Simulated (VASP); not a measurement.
A run of VASP 6.6.1 is set up as follows.

File INCAR:

```
PREC = Accurate
ENCUT = 520
EDIFF = 1E-6
ISMEAR = -1
SIGMA = 0.05
LREAL = F
LASPH = T
NELM = 150
ALGO = Normal
ISIF = 2
LWAVE = F
LCHARG = F
ISPIN = 2
MAGMOM = 1 0
LORBIT = 11
LMAXMIX = 4
GGA = PS
IVDW = 13
NBANDS = 19
```

Contents of KPOINTS:

```
Automatic mesh
0
Gamma
  11 11 11
```

The input POSCAR:

```
NiO
1.0
    0.0000000000      2.0859016414      2.0859016414
    2.0859016414      0.0000000000      2.0859016414
    2.0859016414      2.0859016414      0.0000000000
Ni O
1 1
Direct
    0.0000000000      0.0000000000      0.0000000000
    0.5000000000      0.5000000000      0.5000000000
```

Potentials or basis: VASP PAW PBE potentials, release 64 (Ni, O).

Launch:

```bash
$ cat potpaw_PBE.64/Ni/POTCAR potpaw_PBE.64/O/POTCAR > POTCAR
$ mpirun -np 1 vasp_std > vasp.out
```

Question: Predict the site moments.

Answer: Ni +1.12; O +0.19 μB.

Question: Predict the dispersion energy per atom.

Answer: -0.177 eV.

Question: Predict the pressure.

Answer: -10.1 GPa.

Caveat: the PAW data sets were made with another functional, which shifts forces and pressure a little; a cell with one magnetic atom can't hold antiferromagnetic order, which such compounds often take; pairwise dispersion overbinds metals, which lowers pressure and volume.
